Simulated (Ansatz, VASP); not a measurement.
# MgO: VASP beside Ansatz

Contents of INCAR:

```
SYSTEM = MgO
ALGO = Normal
EDIFF = 1E-7
ENCUT = 520
GGA = PE
ISIF = 2
ISMEAR = -1
LASPH = .True.
LCHARG = .True.
LELF = .True.
LREAL = .False.
LVHAR = .True.
LWAVE = .False.
NBANDS = 16
NELM = 60
PREC = Accurate
SIGMA = 0.05
```

The input KPOINTS:

```
k-points
0
Gamma
  10 10 6
  0 0 0
```

File POSCAR:

```
MgO
1.0
    2.8805307309      0.0000000000      0.0000000000
   -1.4402653655      2.4946127893      0.0000000000
    0.0000000000      0.0000000000      5.0341862873
Mg O
2 2
Direct
    0.0000000000      0.0000000000      0.0000000000
    0.0000000000      0.0000000000      0.5000000000
    0.3333333333      0.6666666667      0.2500000000
    0.6666666667      0.3333333333      0.7500000000
```

Input for Ansatz:

```yaml
crystal:
  lattice:
    - [2.8805307309, 0.0, 0.0]
    - [-1.4402653655, 2.4946127893, 0.0]
    - [0.0, 0.0, 5.0341862873]
  atoms:
    - { symbol: Mg, position: [0.0, 0.0, 0.0] }
    - { symbol: Mg, position: [0.0, 0.0, 0.5] }
    - { symbol: O, position: [0.3333333333, 0.6666666667, 0.25] }
    - { symbol: O, position: [0.6666666667, 0.3333333333, 0.75] }
kpoints:
  mp_grid: { grid: [10, 10, 6] }
scf:
  occupations: { method: fermi_dirac, width: 0.05 }
hamiltonian:
  xc: pbe
  pseudopotentials: { kind: all_electron, lapw: { basis_error: 0.0005 } }
output:
  forces: true
  stress: true
  eigenvalues: true
  populations: true
```

Alike in both runs: task single point; functional PBE; k mesh 10 × 10 × 6; occupations fermi-dirac, width 0.05 eV; no spin polarisation.

|  | VASP | Ansatz |
| --- | --- | --- |
| version | VASP 6.6.1 | Ansatz 0.2.0 |
| potentials or method | VASP PAW PBE potentials, release 64 (Mg, O), cutoff 520 eV | all-electron LAPW, scalar-relativistic |

VASP gave:

| Property | Result |
| --- | --- |
| gap on the k mesh at the Fermi level (eV) | 4.83 |
| pressure (GPa) | 12.4 |

Problem. Estimate Ansatz's values.

Solution. gap on the k mesh at the Fermi level (eV): 4.84; pressure (GPa): 13.1.

Ansatz ran all-electron here, and VASP with PAW potentials.
